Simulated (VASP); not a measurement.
A run of VASP 6.6.1 is set up as follows.

Contents of INCAR:

```
  ALGO = Normal
  EDIFF = 1E-6
  ENCUT = 600
  GGA = PE
  GGA_COMPAT = False
  ISIF = 2
  ISMEAR = 0
  LASPH = True
  LCHARG = True
  LELF = True
  LREAL = False
  LVHAR = True
  LWAVE = False
  NBANDS = 20
  NELM = 120
  PREC = Accurate
  SIGMA = 0.15
```

KPOINTS

```
k-points
0
Gamma
  5 5 5
```

The input POSCAR:

```
Al3BN2
1.0
   -1.4871513043      1.4871513043      6.4636810578
    1.4871513043     -1.4871513043      6.4636810578
    1.4871513043      1.4871513043     -6.4636810578
Al B N
3 1 2
Direct
    0.6720113480      0.6720113480      0.0000000000
    0.0000000000      0.0000000000      0.0000000000
    0.3279886520      0.3279886520      0.0000000000
    0.5000000000      0.5000000000      0.0000000000
    0.8272060786      0.8272060786      0.0000000000
    0.1727939214      0.1727939214      0.0000000000
```

Potentials or basis: VASP PAW PBE potentials, release 64 (Al, B, N).

Run with:

```console
$ cat potpaw_PBE.64/Al/POTCAR potpaw_PBE.64/B/POTCAR potpaw_PBE.64/N/POTCAR > POTCAR
$ mpirun -np 1 vasp_std > vasp.out
```

Question: Predict the pressure.

Answer: -0.3 GPa.

Question: What does it give for the largest force?

Answer: 0.004 eV/Å.

Forces in eV/Å, atoms in the order of the input:
```
Al   0.000  0.000 -0.004
Al   0.000  0.000  0.000
Al   0.000  0.000  0.004
B    0.000  0.000  0.000
N    0.000  0.000  0.000
N    0.000  0.000  0.000
```

Caveat: the k points lie up to 0.43 Å⁻¹ apart, too coarse for converged energies and pressures of a metal.
